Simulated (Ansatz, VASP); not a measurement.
One calculation of Cs, two programs

```
CELL_PARAMETERS angstrom
-3.09973 3.09973 3.09973
3.09973 -3.09973 3.09973
3.09973 3.09973 -3.09973
ATOMIC_POSITIONS crystal
Cs 0.00000 0.00000 0.00000
```

Alike in both runs: task single point; functional r2SCAN; k mesh 10 × 10 × 10; occupations gaussian, width 0.05 eV; no spin polarisation.

|  | VASP | Ansatz |
| --- | --- | --- |
| version | VASP 6.6.1 | Ansatz 0.2.0 |
| potentials or method | VASP PAW PBE potentials, release 64 (Cs_sv), cutoff 520 eV | scalar-relativistic, plane waves, PAW |
| valence electrons in the cell | 9 | 9 |

```tsv
	VASP	Ansatz	Ansatz less VASP
gap on the k mesh at the Fermi level (eV)	none	none	-
pressure (GPa)	0.1	0.1	0.00
```

VASP's potentials were made for PBE, not for r2SCAN. A gap of «none» marks a metal or a gap that the smearing closes.

Spin-orbit coupling is off throughout.
